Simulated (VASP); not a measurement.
Set up this calculation in VASP 6.6.1, as the native input.

| Quantity | Value |
| --- | --- |
| Task | single point |
| Functional | PBE |
| Potentials or basis | VASP PAW PBE potentials, release 64 (Al, P) |
| Cutoff | 520 eV |
| k mesh | 3 × 3 × 4 |
| Occupations | gaussian, width 0.1 eV |
| Spin | no spin polarisation |
| Dipole correction | no |
| Further INCAR settings | ALGO = Normal; EDIFF = 1e-07; NBANDS = 23 |

The structure of AlP5 lies in POSCAR:

```
AlP5
1.0
    7.6562855466      0.0000000000      0.0000000000
   -3.8281427733      6.6305377820      0.0000000000
    0.0000000000      0.0000000000      2.5318474462
Al P
1 5
Direct
    0.0000000000      0.0000000000      0.5000000000
    0.5000000000      0.0000000000      0.5000000000
    0.0000000000      0.5000000000      0.5000000000
    0.5000000000      0.5000000000      0.5000000000
    0.3333333333      0.6666666667      0.5000000000
    0.6666666667      0.3333333333      0.5000000000
```

These files were run (other wordings do the same):

INCAR

```
SYSTEM = AlP5
PREC     = Accurate       ! precision mode
ENCUT    = 520            ! plane-wave cutoff, eV
EDIFF    = 1E-7           ! SCF threshold, eV
ISMEAR   = 0              ! smearing method
SIGMA    = 0.1            ! smearing width, eV
LREAL    = .False.        ! projectors in reciprocal space
LASPH    = .True.         ! aspherical terms in the spheres
NELM     = 100            ! most SCF steps
ALGO     = Normal         ! electronic algorithm
ISIF     = 2              ! what is computed and relaxed
LWAVE    = .False.        ! write WAVECAR
LCHARG   = .False.        ! write CHGCAR
GGA      = PE             ! functional
NBANDS   = 23             ! bands
```

KPOINTS

```
Automatic mesh
0
Gamma
  3 3 4
  0 0 0
```

Potentials or basis: VASP PAW PBE potentials, release 64 (Al, P).

Command:

```console
$ cat potpaw_PBE.64/Al/POTCAR potpaw_PBE.64/P/POTCAR > POTCAR
$ mpirun -np 1 vasp_std > vasp.out
```

Results of the run:

The pressure is -0.2 GPa and the band gap on the k mesh is zero (band 14 reaches 6.09 eV, above the bottom of band 15 at 4.67 eV).

Caveat: the k points lie up to 0.62 Å⁻¹ apart.

Wall time 27 s on 1 thread of Intel(R) Xeon(R) Platinum 8488C (Sapphire Rapids), with other jobs on the host, peak memory 0.24 GiB.
